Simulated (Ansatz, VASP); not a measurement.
## Si3Ge in VASP and in Ansatz

File INCAR:

```
SYSTEM = Si3Ge
PREC = Accurate
ENCUT = 520
EDIFF = 1E-6
ISMEAR = 0
SIGMA = 0.01
LREAL = .False.
LASPH = .True.
NELM = 80
ALGO = Normal
ISIF = 2
LWAVE = .False.
LCHARG = .False.
GGA = PE
NBANDS = 21
```

The input KPOINTS:

```
regular mesh
0
Gamma
  6 6 4
  0 0 0
```

File POSCAR:

```
Si3Ge
1.0
    3.9930266976      0.0000000000      0.0000000000
    0.0000000000      3.9930266976      0.0000000000
    0.0000000000      0.0000000000      5.6296566513
Si Ge
3 1
Direct
    0.5000000000      0.0000000000      0.7558950875
    0.5000000000      0.5000000000      0.0000000000
    0.0000000000      0.5000000000      0.2441049125
    0.0000000000      0.0000000000      0.5000000000
```

Input for Ansatz:

```yaml
crystal:
  lattice:
    - [3.9930266976, 0.0, 0.0]
    - [0.0, 3.9930266976, 0.0]
    - [0.0, 0.0, 5.6296566513]
  atoms:
    - { symbol: Si, position: [0.5, 0.0, 0.7558950875] }
    - { symbol: Si, position: [0.5, 0.5, 0.0] }
    - { symbol: Si, position: [0.0, 0.5, 0.2441049125] }
    - { symbol: Ge, position: [0.0, 0.0, 0.5] }
kpoints:
  mp_grid: { grid: [6, 6, 4] }
hamiltonian:
  xc: pbe
scf:
  occupations: { method: fixed }
  n_extra_bands: 5
output:
  forces: true
  stress: true
  eigenvalues: true
```

Alike in both runs: task single point; functional PBE; k mesh 6 × 6 × 4; no spin polarisation.

|  | VASP | Ansatz |
| --- | --- | --- |
| version | VASP 6.6.1 | Ansatz 0.2.0 |
| potentials or method | VASP PAW PBE potentials, release 64 (Si, Ge_d) | plane waves, PAW |
| plane-wave cutoff (eV) | 520 | 420 |
| occupations | gaussian, width 0.01 eV | fixed |
| valence electrons in the cell | 26 | 26 |

Ansatz gave:

```
gap on the k mesh at the Fermi level (eV) : 0.50
pressure (GPa)                            : -4.2
rms of the force components (eV/Å)        : 0.004
```

**Question.** What did VASP give for the same quantities?

**Answer.** gap on the k mesh at the Fermi level (eV): 0.50; pressure (GPa): -4.3; rms of the force components (eV/Å): 0.004.

Atom by atom the forces differ by 0.000 eV/Å (rms over components).
